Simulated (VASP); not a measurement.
A run of VASP 6.6.1:

INCAR

```
SYSTEM = Ca3PbN
PREC = Accurate
ENCUT = 520
EDIFF = 1E-6
ISMEAR = -1
SIGMA = 0.5
LREAL = .False.
LASPH = .True.
NELM = 60
ALGO = Normal
ISIF = 2
LWAVE = .False.
LCHARG = .True.
GGA = PS
LELF = .True.
LVHAR = .True.
NBANDS = 32
```

The input KPOINTS:

```
Automatic mesh
0
Gamma
  3 3 3
  0 0 0
```

POSCAR

```
Ca3PbN
1.0
    5.9539870000      0.0000000000      0.0000000000
    0.0000000000      5.9539870000      0.0000000000
    0.0000000000      0.0000000000      5.9539870000
Ca Pb N
3 1 1
Direct
    0.5000000000      0.5000000000      0.0000000000
    0.5000000000      0.0000000000      0.5000000000
    0.0000000000      0.5000000000      0.5000000000
    0.5000000000      0.5000000000      0.5000000000
    0.0000000000      0.0000000000      0.0000000000
```

Potentials or basis: VASP PAW PBE potentials, release 64 (Ca_sv, Pb_d, N).

Launch:

```sh
$ cat potpaw_PBE.64/Ca_sv/POTCAR potpaw_PBE.64/Pb_d/POTCAR potpaw_PBE.64/N/POTCAR > POTCAR
$ mpirun -np 1 vasp_std > vasp.out
```

Hardware: 1 thread of AMD EPYC 7R13 (shared host).

Problem. Estimate the wall time of this run.

Solution. It took 3.3 min on 1 thread of AMD EPYC 7R13 (shared host), peak memory 0.3 GiB. Counts: scf iterations 36, k points 4.
